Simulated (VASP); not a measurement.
# Mo (P6/mmm) in VASP: a series of runs

The runs below take Mo through single point, relaxation of cell and atoms, with PBEsol.

All numbers are computed with VASP 6.6.1; they aren't measurements. Logs are shortened: lines on timing, memory, paths and dates and some standing lists are left out, and cuts for length are marked.

## 1. The cell of the first run

The structure is hexagonal, space group P6/mmm (No. 191). Conventional cell: a = 2.743 Å, b = 2.743 Å, c = 2.497 Å, α = 90.00°, β = 90.00°, γ = 120.00°. Mo (site symmetry 6/mmm) has 8 Mo at 2.50 to 2.74 Å within 3.3 Å.

## 2. Single point, PBEsol

The input, INCAR:

```
SYSTEM = Mo
PREC = Accurate ; ENCUT = 520
EDIFF = 1E-6 ; ISMEAR = -1
SIGMA = 0.1 ; LREAL = .FALSE.
LASPH = .TRUE. ; NELM = 60
ALGO = Normal ; ISIF = 2
LWAVE = .FALSE. ; LCHARG = .FALSE.
GGA = PS ; NBANDS = 13
```

The input, KPOINTS:

```
regular mesh
0
G
  18 18 17
  0 0 0
```

The input, POSCAR:

```
Mo
1.0
    2.7433125838      0.0000028950      0.0000000000
   -1.3716587990      2.3757769406      0.0000000000
    0.0000000000      0.0000000000      2.4970611927
Mo
1
Direct
    0.0000000000      0.0000000000      0.5000000000
```

Potentials or basis: VASP PAW PBE potentials, release 64 (Mo_sv).

On the command line:

```bash
cat potpaw_PBE.64/Mo_sv/POTCAR > POTCAR
mpirun -np 1 vasp_std > vasp.out
```

OUTCAR:

```text
SYSTEM = Mo
   PREC = Accurate
   ENCUT = 520
   EDIFF = 1E-6
   ISMEAR = -1
   LREAL = .FALSE.
   LASPH = .TRUE.
   NELM = 60
   ISIF = 2
   GGA = PS

 ion  position               nearest neighbor table
   1  0.000  0.000  0.500-

  LATTYP: Found a hexagonal cell.
 ALAT       =     2.7433125838
 C/A-ratio  =     0.9102357520

  Lattice vectors:

 A1 = (   2.7433125838,   0.0000028950,   0.0000000000)
 A2 = (  -1.3716587990,   2.3757769406,   0.0000000000)
 A3 = (   0.0000000000,   0.0000000000,   2.4970611927)

Analysis of symmetry for initial positions (statically):
=====================================================================
 Subroutine PRICEL returns:
 Original cell was already a primitive cell.

 Routine SETGRP: Setting up the symmetry group for a
 hexagonal supercell.

 Subroutine GETGRP returns: Found 24 space group operations
 (whereof 24 operations were pure point group operations)
 out of a pool of 24 trial point group operations.

The static configuration has the point symmetry D_6h.

Analysis of symmetry for dynamics (positions and initial velocities):
=====================================================================
 Subroutine PRICEL returns:
 Original cell was already a primitive cell.

 Routine SETGRP: Setting up the symmetry group for a
 hexagonal supercell.

 Subroutine GETGRP returns: Found 24 space group operations
 (whereof 24 operations were pure point group operations)
 out of a pool of 24 trial point group operations.

The dynamic configuration has the point symmetry D_6h.

 Subroutine INISYM returns: Found 24 space group operations
 (whereof 24 operations are pure point group operations),
 and found     1 'primitive' translations

----------------------------------------------------------------------------------------

                                     Primitive cell

  volume of cell :      16.2746

  direct lattice vectors                    reciprocal lattice vectors
     2.743312584  0.000002895  0.000000000     0.364522584  0.210457725  0.000000000
    -1.371658799  2.375776941  0.000000000    -0.000000444  0.420914680  0.000000000
     0.000000000  0.000000000  2.497061193     0.000000000  0.000000000  0.400470763

  length of vectors
     2.743312584  2.743312584  2.497061193     0.420914680  0.420914680  0.400470763

  position of ions in fractional coordinates (direct lattice)
     0.000000000  0.000000000  0.500000000

  ion indices of the primitive-cell ions
   primitive index   ion index
                 1           1

----------------------------------------------------------------------------------------

 KPOINTS: regular mesh

Automatic generation of k-mesh.
 Grid dimensions read from file:
 generate k-points for:   18   18   17

 Generating k-lattice:

  Cartesian coordinates                     Fractional coordinates (reciprocal lattice)
     0.020251255  0.011692096  0.000000000     0.055555556  0.000000000  0.000000000
    -0.000000025  0.023384149  0.000000000     0.000000000  0.055555556  0.000000000
     0.000000000  0.000000000  0.023557104     0.000000000  0.000000000  0.058823529

  Length of vectors
     0.023384149  0.023384149  0.023557104

  Shift w.r.t. Gamma in fractional coordinates (k-lattice)
     0.000000000  0.000000000  0.000000000

 Subroutine IBZKPT returns following result:
 ===========================================

 Found    333 irreducible k-points:

 Following reciprocal coordinates:
            Coordinates               Weight
  0.000000  0.000000  0.000000      1.000000
  0.055556 -0.000000  0.000000      6.000000
  0.111111 -0.000000  0.000000      6.000000
  0.166667 -0.000000  0.000000      6.000000
  0.222222 -0.000000  0.000000      6.000000
  0.277778 -0.000000  0.000000      6.000000
[... 16 lines left out ...]
  0.333333  0.111111  0.000000     12.000000
  0.388889  0.111111  0.000000     12.000000
 [... further k-points ...]
   k-points           NKPTS =    333   k-points in BZ     NKDIM =    333   number of bands    NBANDS=     13
   number of dos      NEDOS =    301   number of ions     NIONS =      1
   total plane-waves  NPLWV =   8000
   dimension x,y,z NGX =    20 NGY =   20 NGZ =   20
   dimension x,y,z NGXF=    40 NGYF=   40 NGZF=   40
   ions per type =               1
   NGX,Y,Z   is equivalent  to a cutoff of  12.12, 12.12, 13.32 a.u.
   NGXF,Y,Z  is equivalent  to a cutoff of  24.24, 24.24, 26.63 a.u.
 SYSTEM =  Mo
   PREC   = accura    normal or accurate (medium, high low for compatibility)
   ISTART =      0    job   : 0-new  1-cont  2-samecut
   ICHARG =      2    charge: 1-file 2-atom 10-const
   ISPIN  =      1    spin polarized calculation?
   LNONCOLLINEAR =      F non collinear calculations
   LSORBIT =      F    spin-orbit coupling
   LASPH  =      T    aspherical Exc in radial PAW
   ENCUT  =  520.0 eV  38.22 Ry    6.18 a.u.   5.10  5.10  4.64*2*pi/ulx,y,z
   NELM   =     60;   NELMIN=  2; NELMDL= -5     # of ELM steps
   EDIFF  = 0.1E-05   stopping-criterion for ELM
   LREAL  =      F    real-space projection
   EDIFFG = 0.1E-04   stopping-criterion for IOM
   NSW    =      0    number of steps for IOM
   IBRION =     -1    ionic relax: 0-MD 1-quasi-New 2-CG
   NFREE  =      0    steps in history (QN), initial steepest desc. (CG)
   ISIF   =      2    stress and relaxation
   ISYM   =      2    0-nonsym 1-usesym 2-fastsym
   POTIM  = 0.5000    time-step for ionic-motion
   TEBEG  =    0.0;   TEEND  =   0.0 temperature during run
   PSTRESS=    0.0 pullay stress
   NELECT =      14.0000    total number of electrons
   NUPDOWN=      -1.0000    fix difference up-down
   EMIN   =  10.00;   EMAX   =-10.00  energy-range for DOS
   EFERMI =   0.00;   METHOD = LEGACY
   ISMEAR =    -1;   SIGMA  =   0.10  broadening in eV -4-tet -1-fermi 0-gaus
   EFERMI_NEDOS =   21; number of points for ismear=-14 and -15
   IALGO  =     38    algorithm
   IMIX   =      4    mixing-type and parameters
     AMIX     =   0.40;   BMIX     =  1.00
     AMIX_MAG =   1.60;   BMIX_MAG =  1.00
  volume/ion in A,a.u.               =      16.27       109.83
  Fermi-wavevector in a.u.,A,eV,Ry     =   1.556972  2.942250 32.982709  2.424161
  Thomas-Fermi vector in A             =   2.660690
   LORBIT       =      0    0 simple, 1 ext, 2 COOP (PROOUT), +10 PAW based schemes
   GGA     = PS    functional components
   LHFCALC =     F    Hartree Fock is set to
   AEXX    =    0.0000 exact exchange contribution
   IVDW    =     0    specifies the selected vdW correction
   LEPSILON=     F    determine dielectric tensor
   LRPA    =     F    only Hartree local field effects (RPA)
 non-spin polarized calculation
  energy-cutoff  :      520.00
  volume of cell :       16.27
 maximum number of plane-waves:       453
   NGX = 11   NGY = 11   NGZ =  9

 number of electron      14.0000006 magnetization

 Free energy of the ion-electron system (eV)
  ---------------------------------------------------
  ext. energy  EPLUGINS =         0.00000000
  ---------------------------------------------------
  free energy    TOTEN  =       -10.88344635 eV

  energy without entropy =      -10.84806709  energy(sigma->0) =      -10.86575672

 E-fermi :  11.6291     XC(G=0): -13.2132

 val. band max:       11.6215814525   @ k =   0.4444   0.1111   0.2941
 cond. band min:      11.6343142658   @ k =   0.3333   0.3333   0.3529
 fundamental gap:      0.0127328133
 Fermi energy:        11.6290678559

 k-point     1 :       0.0000    0.0000    0.0000
  band No.  band energies     occupation
      1     -49.2707      2.00000
      2     -22.5809      2.00000
      3     -22.5809      2.00000
      4     -22.3361      2.00000
      5       4.8150      2.00000
      6       7.2242      2.00000
      7      10.7131      1.99979
      8      10.7131      1.99979
      9      16.0168      0.00000
     10      16.0168      0.00000
     11      24.5031      0.00000
     12      28.2599      0.00000
     13      32.0755      0.00000

 k-point     2 :       0.0556   -0.0000    0.0000
  band No.  band energies     occupation
      1     -49.2642      2.00000
      2     -22.6249      2.00000
      3     -22.5907      2.00000
      4     -22.3317      2.00000
      5       4.9374      2.00000
      6       7.2728      2.00000
      7      10.5900      1.99994
      8      10.8243      1.99936
      9      15.8924      0.00000
     10      15.9962      0.00000
     11      24.7852      0.00000
     12      28.4981      0.00000
     13      31.4420      0.00000

 k-point     3 :       0.1111   -0.0000    0.0000
  band No.  band energies     occupation
      1     -49.2454      2.00000
      2     -22.7502      2.00000
      3     -22.6188      2.00000
      4     -22.3190      2.00000
      5       5.2853      2.00000
      6       7.4148      2.00000
      7      10.2742      2.00000
      8      11.1535      1.98295
      9      15.5539      0.00000
     10      15.9373      0.00000
     11      25.5522      0.00000
     12      29.1696      0.00000
     13      30.1268      0.00000

 k-point     4 :       0.1667   -0.0000    0.0000
  band No.  band energies     occupation
      1     -49.2164      2.00000
      2     -22.9390      2.00000
      3     -22.6616      2.00000
      4     -22.2995      2.00000
      5       5.7956      2.00000
      6       7.6285      2.00000
      7       9.9111      2.00000
      8      11.6868      0.71916
      9      15.0820      0.00000
     10      15.8484      0.00000
     11      26.4675      0.00000
     12      28.8713      0.00000
     13      30.1641      0.00000

 k-point     5 :       0.2222   -0.0000    0.0000
  band No.  band energies     occupation
      1     -49.1807      2.00000
      2     -23.1659      2.00000
      3     -22.7136      2.00000
      4     -22.2755      2.00000
      5       6.3532      2.00000
      6       7.8270      2.00000
      7       9.7420      2.00000
      8      12.3995      0.00090
      9      14.5622      0.00000
     10      15.7416      0.00000
     11      26.2684      0.00000
     12      28.9087      0.00000
     13      29.2502      0.00000

 k-point     6 :       0.2778   -0.0000    0.0000
  band No.  band energies     occupation
      1     -49.1424      2.00000
      2     -23.4019      2.00000
      3     -22.7684      2.00000
      4     -22.2499      2.00000
      5       6.7940      2.00000
      6       7.8826      2.00000
      7      10.0483      2.00000
      8      13.2513      0.00000
      9      14.0635      0.00000
     10      15.6304      0.00000
     11      25.0656      0.00000
     12      28.1642      0.00000
     13      29.8182      0.00000

 k-point     7 :       0.3333    0.0000    0.0000
  band No.  band energies     occupation
      1     -49.1061      2.00000
      2     -23.6188      2.00000
      3     -22.8195      2.00000
      4     -22.2257      2.00000
      5       6.9450      2.00000
      6       7.9436      2.00000
      7      10.7846      1.99957
      8      13.6345      0.00000
      9      14.1778      0.00000
     10      15.5282      0.00000
     11      23.8391      0.00000
     12      27.0620      0.00000
     13      30.0999      0.00000
[... 193 lines left out ...]
 k-point    20 :       0.1667    0.1111    0.0000
  band No.  band energies     occupation
      1     -49.1667      2.00000
      2     -23.2219      2.00000
      3     -22.7672      2.00000
      4     -22.2661      2.00000
      5       6.6500      2.00000
      6       8.0529      2.00000
      7       9.3063      2.00000
      8      12.8917      0.00001
      9      14.4416      0.00000
     10      15.6131      0.00000
     11      26.3957      0.00000
     12      27.1634      0.00000
     13      30.6797      0.00000

 k-point    21 :       0.2222    0.1111    0.0000
  band No.  band energies     occupation
      1     -49.1306      2.00000
      2     -23.4249      2.00000
      3     -22.8378      2.00000
      4     -22.2420      2.00000
      5       7.1379      2.00000
      6       8.1313      2.00000
      7       9.4569      2.00000
      8      13.8345      0.00000
      9      14.0206      0.00000
     10      15.4604      0.00000
     11      25.0368      0.00000
     12      26.5888      0.00000
     13      31.2418      0.00000

 k-point    22 :       0.2778    0.1111    0.0000
  band No.  band energies     occupation
      1     -49.0964      2.00000
      2     -23.6121      2.00000
      3     -22.9038      2.00000
      4     -22.2193      2.00000
      5       7.3837      2.00000
      6       8.0695      2.00000
      7      10.1322      2.00000
      8      13.6549      0.00000
      9      14.8450      0.00000
     10      15.3194      0.00000
     11      23.7193      0.00000
     12      25.7643      0.00000
     13      30.6712      0.00000

 k-point    23 :       0.3333    0.1111    0.0000
  band No.  band energies     occupation
      1     -49.0684      2.00000
      2     -23.7623      2.00000
      3     -22.9572      2.00000
      4     -22.2006      2.00000
      5       7.3162      2.00000
      6       8.1886      2.00000
      7      10.9614      1.99748
      8      13.3744      0.00000
      9      15.2064      0.00000
     10      15.8069      0.00000
     11      22.5702      0.00000
     12      24.8926      0.00000
     13      29.9164      0.00000

 k-point    24 :       0.3889    0.1111    0.0000
  band No.  band energies     occupation
      1     -49.0500      2.00000
      2     -23.8593      2.00000
      3     -22.9919      2.00000
      4     -22.1885      2.00000
      5       7.1900      2.00000
      6       8.3332      2.00000
      7      11.6450      0.92056
      8      13.1988      0.00000
      9      15.1337      0.00000
     10      16.5435      0.00000
     11      21.7367      0.00000
     12      24.1965      0.00000
     13      29.4399      0.00000

 [... further k-points ...]
[... 5 lines left out ...]
  --------------------------------------------------------------------------------------
  -------------------------------------------------------------------------------------
  Total        0.0463037      0.0463037      0.0829980      0.0000000     -0.0000000     -0.0000000
  in kB        4.5584358      4.5584358      8.1708603      0.0000000     -0.0000000     -0.0000000
  external PRESSURE =       5.7625773 kB  Pullay stress =       0.0000000 kB

 VOLUME and BASIS-vectors are now :
 -----------------------------------------------------------------------------
  energy-cutoff  :      520.00
  volume of cell :       16.27
      direct lattice vectors                 reciprocal lattice vectors
     2.743312584  0.000002895  0.000000000     0.364522584  0.210457725  0.000000000
    -1.371658799  2.375776941  0.000000000    -0.000000444  0.420914680  0.000000000
     0.000000000  0.000000000  2.497061193     0.000000000  0.000000000  0.400470763

 POSITION                                       TOTAL-FORCE (eV/Angst)
 -----------------------------------------------------------------------------------
      0.00000      0.00000      1.24853         0.000000      0.000000      0.000000
 -----------------------------------------------------------------------------------
    total drift:                               -0.000000      0.000000     -0.000000

  FREE ENERGIE OF THE ION-ELECTRON SYSTEM (eV)
  ---------------------------------------------------
  free  energy   TOTEN  =       -10.8834463452 eV

  energy  without entropy=      -10.8480670886  energy(sigma->0) =      -10.86575672
```

Wall time 39 s (1 thread of Intel Xeon Platinum 8259CL at 2.50GHz (Skylake/Cascade Lake), shared host); peak memory 0.17 GiB.

Results:

```
Free energy            : -10.8834 eV
Pressure               : 0.6 GPa
Band gap on the k mesh : zero (band 7 reaches 12.64 eV, above the bottom of band 8 at 10.71 eV)
```

Caveat: the PAW data sets were made with another functional, which shifts forces and pressure a little.

(Continued in part 2 of 2.)
